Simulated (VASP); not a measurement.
# MgO (Fm-3m) in VASP: single point with HF

Aim: the single point of MgO with HF.

Program: VASP 6.6.1. These are calculated values, not measurements. Logs are shortened: lines on timing, memory, paths and dates and some standing lists are left out, and cuts for length are marked.

### Step 1. The cell of the first run

Symmetry: Fm-3m, No. 225, cubic system. Conventional cell: a = 4.184 Å, b = 4.184 Å, c = 4.184 Å, α = 90.00°, β = 90.00°, γ = 90.00°. Mg (site symmetry m-3m) has 6 O at 2.09 Å within 2.8 Å. O (site symmetry m-3m) has 6 Mg at 2.09 Å within 2.8 Å.

### Step 2. Single point, HF

POSCAR reads:

```
MgO
1.0
    0.0000000000      2.0918811604      2.0918811604
    2.0918811604      0.0000000000      2.0918811604
    2.0918811604      2.0918811604      0.0000000000
Mg O
1 1
Direct
    0.0000000000      0.0000000000      0.0000000000
    0.5000000000      0.5000000000      0.5000000000
```

INCAR.step1 reads:

```
  PREC = Accurate
  ENCUT = 620
  EDIFF = 1E-5
  ISMEAR = -1
  SIGMA = 0.05
  LREAL = False
  LASPH = True
  NELM = 120
  ALGO = Normal
  ISIF = 2
  LWAVE = True
  LCHARG = False
  NBANDS = 15
  GGA = PE
  GGA_COMPAT = False
```

INCAR.step2 reads:

```
  PREC = Accurate
  ENCUT = 620
  EDIFF = 1E-6
  ISMEAR = -1
  SIGMA = 0.05
  LREAL = False
  LASPH = True
  NELM = 120
  ALGO = Normal
  ISIF = 2
  LWAVE = False
  LCHARG = False
  GGA = PE
  LHFCALC = True
  AEXX = 1.0
  ALDAC = 0.0
  AGGAC = 0.0
  PRECFOCK = Normal
  NBANDS = 15
  ISTART = 1
  GGA_COMPAT = False
```

KPOINTS reads:

```
Automatic mesh
0
Gamma
  6 6 6
```

Potentials or basis: VASP PAW PBE potentials, release 64 (Mg_sv, O).

Started as:

```console
$ cat potpaw_PBE.64/Mg_sv/POTCAR potpaw_PBE.64/O/POTCAR > POTCAR
$ cp INCAR.step1 INCAR
$ mpirun -np 1 vasp_std > vasp.out
$ cp INCAR.step2 INCAR
$ mpirun -np 1 vasp_std > vasp.out
```

OUTCAR:

```text
PREC = Accurate
   ENCUT = 620
   EDIFF = 1E-6
   ISMEAR = -1
   LREAL = False
   LASPH = True
   NELM = 120
   ISIF = 2
   GGA = PE
   LHFCALC = True
   AEXX = 1.0
   PRECFOCK = Normal
   ISTART = 1

 ion  position               nearest neighbor table
   1  0.000  0.000  0.000-   2 2.09   2 2.09   2 2.09   2 2.09   2 2.09   2 2.09
   2  0.500  0.500  0.500-   1 2.09   1 2.09   1 2.09   1 2.09   1 2.09   1 2.09

  LATTYP: Found a face centered cubic cell.
 ALAT       =     4.1837623208

  Lattice vectors:

 A1 = (   0.0000000000,   2.0918811604,   2.0918811604)
 A2 = (   2.0918811604,   0.0000000000,   2.0918811604)
 A3 = (   2.0918811604,   2.0918811604,   0.0000000000)

Analysis of symmetry for initial positions (statically):
=====================================================================
 Subroutine PRICEL returns:
 Original cell was already a primitive cell.

 Routine SETGRP: Setting up the symmetry group for a
 face centered cubic supercell.

 Subroutine GETGRP returns: Found 48 space group operations
 (whereof 48 operations were pure point group operations)
 out of a pool of 48 trial point group operations.

The static configuration has the point symmetry O_h .

Analysis of symmetry for dynamics (positions and initial velocities):
=====================================================================
 Subroutine PRICEL returns:
 Original cell was already a primitive cell.

 Routine SETGRP: Setting up the symmetry group for a
 face centered cubic supercell.

 Subroutine GETGRP returns: Found 48 space group operations
 (whereof 48 operations were pure point group operations)
 out of a pool of 48 trial point group operations.

The dynamic configuration has the point symmetry O_h .

 Subroutine INISYM returns: Found 48 space group operations
 (whereof 48 operations are pure point group operations),
 and found     1 'primitive' translations

----------------------------------------------------------------------------------------

                                     Primitive cell

  volume of cell :      18.3080

  direct lattice vectors                    reciprocal lattice vectors
     0.000000000  2.091881160  2.091881160    -0.239019314  0.239019314  0.239019314
     2.091881160  0.000000000  2.091881160     0.239019314 -0.239019314  0.239019314
     2.091881160  2.091881160  0.000000000     0.239019314  0.239019314 -0.239019314

  length of vectors
     2.958366708  2.958366708  2.958366708     0.413993596  0.413993596  0.413993596

  position of ions in fractional coordinates (direct lattice)
     0.000000000  0.000000000  0.000000000
     0.500000000  0.500000000  0.500000000

  ion indices of the primitive-cell ions
   primitive index   ion index
                 1           1
                 2           2

----------------------------------------------------------------------------------------

 KPOINTS: Automatic mesh

Automatic generation of k-mesh.
 Grid dimensions read from file:
 generate k-points for:    6    6    6

 Generating k-lattice:

  Cartesian coordinates                     Fractional coordinates (reciprocal lattice)
    -0.039836552  0.039836552  0.039836552     0.166666667  0.000000000  0.000000000
     0.039836552 -0.039836552  0.039836552     0.000000000  0.166666667  0.000000000
     0.039836552  0.039836552 -0.039836552     0.000000000  0.000000000  0.166666667

  Length of vectors
     0.068998933  0.068998933  0.068998933

  Shift w.r.t. Gamma in fractional coordinates (k-lattice)
     0.000000000  0.000000000  0.000000000

 Subroutine IBZKPT returns following result:
 ===========================================

 Found     16 irreducible k-points:

 Following reciprocal coordinates:
            Coordinates               Weight
  0.000000  0.000000  0.000000      1.000000
  0.166667  0.000000  0.000000      8.000000
  0.333333  0.000000  0.000000      8.000000
  0.500000  0.000000  0.000000      4.000000
  0.166667  0.166667  0.000000      6.000000
  0.333333  0.166667  0.000000     24.000000
[... 8 lines left out ...]
 -0.333333  0.333333  0.166667     24.000000
 -0.333333  0.500000  0.166667     12.000000
   k-points           NKPTS =     16   k-points in BZ     NKDIM =    216   number of bands    NBANDS=     15
   number of dos      NEDOS =    301   number of ions     NIONS =      2
   total plane-waves  NPLWV =  13824
   dimension x,y,z NGX =    24 NGY =   24 NGZ =   24
   dimension x,y,z NGXF=    48 NGYF=   48 NGZF=   48
   ions per type =               1   1
   NGX,Y,Z   is equivalent  to a cutoff of  13.49, 13.49, 13.49 a.u.
   NGXF,Y,Z  is equivalent  to a cutoff of  26.97, 26.97, 26.97 a.u.
 SYSTEM =  unknown system
   PREC   = accura    normal or accurate (medium, high low for compatibility)
   ISTART =      1    job   : 0-new  1-cont  2-samecut
   ICHARG =      0    charge: 1-file 2-atom 10-const
   ISPIN  =      1    spin polarized calculation?
   LNONCOLLINEAR =      F non collinear calculations
   LSORBIT =      F    spin-orbit coupling
   LASPH  =      T    aspherical Exc in radial PAW
   ENCUT  =  620.0 eV  45.57 Ry    6.75 a.u.   6.01  6.01  6.01*2*pi/ulx,y,z
   NELM   =    120;   NELMIN=  2; NELMDL=  0     # of ELM steps
   EDIFF  = 0.1E-05   stopping-criterion for ELM
   LREAL  =      F    real-space projection
   EDIFFG = 0.1E-04   stopping-criterion for IOM
   NSW    =      0    number of steps for IOM
   IBRION =     -1    ionic relax: 0-MD 1-quasi-New 2-CG
   NFREE  =      0    steps in history (QN), initial steepest desc. (CG)
   ISIF   =      2    stress and relaxation
   ISYM   =      3    0-nonsym 1-usesym 2-fastsym
   POTIM  = 0.5000    time-step for ionic-motion
   TEBEG  =    0.0;   TEEND  =   0.0 temperature during run
   PSTRESS=    0.0 pullay stress
   NELECT =      16.0000    total number of electrons
   NUPDOWN=      -1.0000    fix difference up-down
   EMIN   =  10.00;   EMAX   =-10.00  energy-range for DOS
   EFERMI =   0.00;   METHOD = LEGACY
   ISMEAR =    -1;   SIGMA  =   0.05  broadening in eV -4-tet -1-fermi 0-gaus
   EFERMI_NEDOS =   21; number of points for ismear=-14 and -15
   IALGO  =     38    algorithm
   IMIX   =      1    mixing-type and parameters
     AMIX     =   0.40;   BMIX     =  1.00
     AMIX_MAG =   1.60;   BMIX_MAG =  1.00
  volume/ion in A,a.u.               =       9.15        61.77
  Fermi-wavevector in a.u.,A,eV,Ry     =   1.565193  2.957785 33.331937  2.449828
  Thomas-Fermi vector in A             =   2.667705
   LORBIT       =      0    0 simple, 1 ext, 2 COOP (PROOUT), +10 PAW based schemes
   GGA     = PE    functional components
   LHFCALC =     T    Hartree Fock is set to
   PRECFOCK=normal    Normal, Fast or Accurate (Low or Medium for compatibility)
   ENCUT4O =  -1.0   cutoff for four orbital integrals eV
   NKREDX  =     1    reduce k-point grid by
   NKREDY  =     1    reduce k-point grid by
   NKREDZ  =     1    reduce k-point grid by
   AEXX    =    1.0000 exact exchange contribution
   HFSCREEN=    0.0000 screening length (either q_TF or 0.3 A-1)
   HFSCREENC=   0.0000 screening length for correlation (either q_TF or 0.3 A-1)
   ENCUTFOCK=  -1.0 apply spherical cutoff to Coloumb kernel
   IVDW    =     0    specifies the selected vdW correction
   LEPSILON=     F    determine dielectric tensor
   LRPA    =     F    only Hartree local field effects (RPA)
 non-spin polarized calculation
  energy-cutoff  :      620.00
  volume of cell :       18.31
 maximum number of plane-waves:       654
  NGX = 20; NGY = 20; NGZ = 20

 number of electron      15.9999992 magnetization

 Free energy of the ion-electron system (eV)
  ---------------------------------------------------
  ext. energy  EPLUGINS =         0.00000000
  ---------------------------------------------------
  free energy    TOTEN  =       -21.94274043 eV

  energy without entropy =      -21.94274043  energy(sigma->0) =      -21.94274043

 E-fermi :  -1.2884     XC(G=0):   0.0000

 val. band max:       -2.4338816973   @ k =   0.0000   0.0000   0.0000
 cond. band min:      13.5170698333   @ k =   0.0000   0.0000   0.0000
 fundamental gap:     15.9509515306
 Fermi energy:        -1.2884363811

 k-point     1 :       0.0000    0.0000    0.0000
  band No.  band energies     occupation
      1     -91.7203      2.00000
      2     -51.1248      2.00000
      3     -51.1248      2.00000
      4     -51.1248      2.00000
      5     -25.7870      2.00000
      6      -2.4339      2.00000
      7      -2.4339      2.00000
      8      -2.4339      2.00000
      9      13.5171      0.00000
     10      25.0334      0.00000
     11      25.0334      0.00000
     12      25.0334      0.00000
     13      29.1718      0.00000
     14      31.5043      0.00000
     15      31.5043      0.00000

 k-point     2 :       0.1667    0.0000    0.0000
  band No.  band energies     occupation
      1     -91.7179      2.00000
      2     -51.1491      2.00000
      3     -51.1262      2.00000
      4     -51.1262      2.00000
      5     -25.4337      2.00000
      6      -4.1170      2.00000
      7      -2.6726      2.00000
      8      -2.6726      2.00000
      9      15.0471      0.00000
     10      22.6525      0.00000
     11      25.7813      0.00000
     12      25.7813      0.00000
     13      30.3423      0.00000
     14      30.3423      0.00000
     15      32.6708      0.00000
[... 221 lines left out ...]
      3     -51.1672      2.00000
      4     -51.1454      2.00000
      5     -23.9493      2.00000
      6      -6.8721      2.00000
      7      -5.5046      2.00000
      8      -4.0754      2.00000
      9      19.8555      0.00000
     10      21.6341      0.00000
     11      22.6571      0.00000
     12      26.8526      0.00000
     13      31.0950      0.00000
     14      32.8009      0.00000
     15      39.1704      0.00000

 k-point    16 :      -0.3333    0.5000    0.1667
  band No.  band energies     occupation
      1     -91.7069      2.00000
      2     -51.1915      2.00000
      3     -51.1675      2.00000
      4     -51.1566      2.00000
      5     -23.8789      2.00000
      6      -6.8792      2.00000
      7      -5.2463      2.00000
      8      -4.5490      2.00000
      9      19.4342      0.00000
     10      21.1003      0.00000
     11      22.5443      0.00000
     12      27.0276      0.00000
     13      31.2780      0.00000
     14      35.2765      0.00000
     15      37.4035      0.00000

------------------------ aborting loop because EDIFF is reached ----------------------------------------

  FORCE on cell =-STRESS in cart. coord.  units (eV):
  Direction    XX          YY          ZZ          XY          YZ          ZX
  --------------------------------------------------------------------------------------
  -------------------------------------------------------------------------------------
  Total        0.0820693      0.0820693      0.0820693     -0.0000000      0.0000000     -0.0000000
  in kB        7.1820845      7.1820845      7.1820845     -0.0000000      0.0000000     -0.0000000
  external PRESSURE =       7.1820845 kB  Pullay stress =       0.0000000 kB

 VOLUME and BASIS-vectors are now :
 -----------------------------------------------------------------------------
  energy-cutoff  :      620.00
  volume of cell :       18.31
      direct lattice vectors                 reciprocal lattice vectors
     0.000000000  2.091881160  2.091881160    -0.239019314  0.239019314  0.239019314
     2.091881160  0.000000000  2.091881160     0.239019314 -0.239019314  0.239019314
     2.091881160  2.091881160  0.000000000     0.239019314  0.239019314 -0.239019314

 POSITION                                       TOTAL-FORCE (eV/Angst)
 -----------------------------------------------------------------------------------
      0.00000      0.00000      0.00000        -0.000000      0.000000      0.000000
      2.09188      2.09188      2.09188         0.000000      0.000000     -0.000000
 -----------------------------------------------------------------------------------
    total drift:                                0.000000     -0.000000      0.000000

  FREE ENERGIE OF THE ION-ELECTRON SYSTEM (eV)
  ---------------------------------------------------
  free  energy   TOTEN  =       -21.9427404275 eV

  energy  without entropy=      -21.9427404275  energy(sigma->0) =      -21.94274043
```

It took 20 min on 1 thread of Intel Xeon Platinum 8375C at 2.90GHz (Ice Lake), shared host; peak memory 0.15 GiB.

What came out:

* Free energy: -21.9427 eV
* Pressure: 0.7 GPa
* Band gap on the k mesh: 15.95 eV

Levels at points of the mesh, in eV from the valence-band top:
| k point | band 6 | band 7 | band 8 | band 9 | band 10 | band 11 |
| --- | --- | --- | --- | --- | --- | --- |
| (0.00, 0.00, 0.00) | 0.00 | 0.00 | 0.00 | 15.95 | 27.47 | 27.47 |
| (0.50, 0.00, 0.00) | -5.70 | -0.90 | -0.90 | 19.10 | 25.62 | 28.47 |
| (0.50, 0.50, 0.00) | -5.12 | -1.78 | -1.78 | 19.91 | 21.78 | 26.10 |

Caveat: the k points lie up to 0.43 Å⁻¹ apart; the PAW data sets were made with another functional, which shifts forces and pressure a little.
